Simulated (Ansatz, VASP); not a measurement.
## One calculation of Ir, two programs

```
Ir
1.0
     0.00000    1.93606    1.93606
     1.93606    0.00000    1.93606
     1.93606    1.93606    0.00000
Ir
1
Direct
  0.00000 0.00000 0.00000
```

Alike in both runs: task single point; functional PBE; k mesh 9 × 9 × 9; occupations fermi-dirac, width 0.1 eV; no spin polarisation.

|  | VASP | Ansatz |
| --- | --- | --- |
| version | VASP 6.6.1 | Ansatz 0.2.0 |
| potentials or method | VASP PAW PBE potentials, release 64 (Ir), cutoff 520 eV | plane waves (420 eV) with PAW, scalar-relativistic |
| valence electrons in the cell | 9 | 17 |

VASP gave:

- pressure (GPa): -0.2

**Question.** What did Ansatz give for the same quantities?

**Answer.** Pressure (GPa): -0.7.

VASP's potentials hold 9 valence electrons a cell and Ansatz's 17, so a difference there can come from the potentials and not from the codes.

Neither program's run includes spin-orbit coupling.
